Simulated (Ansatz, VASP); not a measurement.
**One calculation of LiBr, two programs**

```
Li Br
1.0
     0.00000    2.99360    2.99360
     2.99360    0.00000    2.99360
     2.99360    2.99360    0.00000
Li Br
1 1
Direct
  0.00000 0.00000 0.00000
  0.50000 0.50000 0.50000
```

Alike in both runs: task single point; functional PBEsol; k mesh 6 × 6 × 6; occupations gaussian, width 0.1 eV; no spin polarisation.

|  | VASP | Ansatz |
| --- | --- | --- |
| version | VASP 6.6.1 | Ansatz 0.2.0 |
| potentials or method | VASP PAW PBE potentials, release 64 (Li_sv, Br), cutoff 750 eV | scalar-relativistic, plane waves, PAW |
| valence electrons in the cell | 10 | 10 |

|  | VASP | Ansatz | Ansatz less VASP |
| --- | --- | --- | --- |
| gap on the k mesh at the Fermi level (eV) | 3.91 | 3.90 | -0.002 |
| least direct gap on the mesh (eV) | 3.91 | 3.90 | -0.002 |
| pressure (GPa) | -4.5 | -4.5 | +0.01 |

VASP's potentials were made for PBE, not for PBEsol. The functional is the same, so the differences come from potentials, cutoffs and numerics.
